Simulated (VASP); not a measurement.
# Ti: single point with PBEsol

Crystal: Ti.

```
Ti
1.0
    -1.56499    1.56499    1.60512
     1.56499   -1.56499    1.60512
     1.56499    1.56499   -1.60512
Ti
1
Direct
  0.00000 0.00000 0.00000
```

This cell differs from its parent crystal: strain -0.025 along x and y, +0.000 along z.

```
Program             : VASP 6.6.1
Task                : single point
Functional          : PBEsol
Potentials or basis : VASP PAW PBE potentials, release 64 (Ti_sv)
Cutoff              : 520 eV
k mesh              : 26 × 26 × 26
Occupations         : gaussian, width 0.15 eV
Spin                : no spin polarisation
```

```json
{
  "Pressure": "5.9 GPa",
  "Band gap on the k mesh": "zero (bands 6 and 7 overlap by 1.75 eV)"
}
```

Stress tensor (GPa, compression positive):
```
5.80 0.00 0.00
0.00 5.80 0.00
0.00 0.00 6.16
```

Levels at points of the mesh, in eV from the Fermi level:
```tsv
k point	band 2	band 3	band 4	band 5	band 6	band 7	band 8	band 9	band 10	band 11
(0.00, 0.00, 0.00)	-31.92	-31.92	-31.92	-6.15	1.00	1.00	1.21	2.95	3.18	17.82
(0.50, 0.00, 0.00)	-32.86	-32.20	-31.93	-2.71	-0.43	1.43	2.97	3.47	4.84	9.87
(0.50, 0.50, 0.00)	-32.86	-32.22	-31.94	-2.73	-0.68	1.62	3.23	3.55	4.88	10.07
(0.50, 0.50, 0.50)	-32.59	-32.54	-32.54	-2.50	-2.42	4.41	4.46	4.46	8.71	9.46
```

Run time: 4.6 min on 1 thread of Intel(R) Xeon(R) Platinum 8259CL CPU @ 2.50GHz (Skylake/Cascade Lake), with other jobs on the host, peak memory 0.34 GiB.

Caveat: the cell differs from its parent crystal (strain -0.025 along x and y, +0.000 along z); the cell stands under pressure; the PAW data sets were made with another functional, which shifts forces and pressure a little.
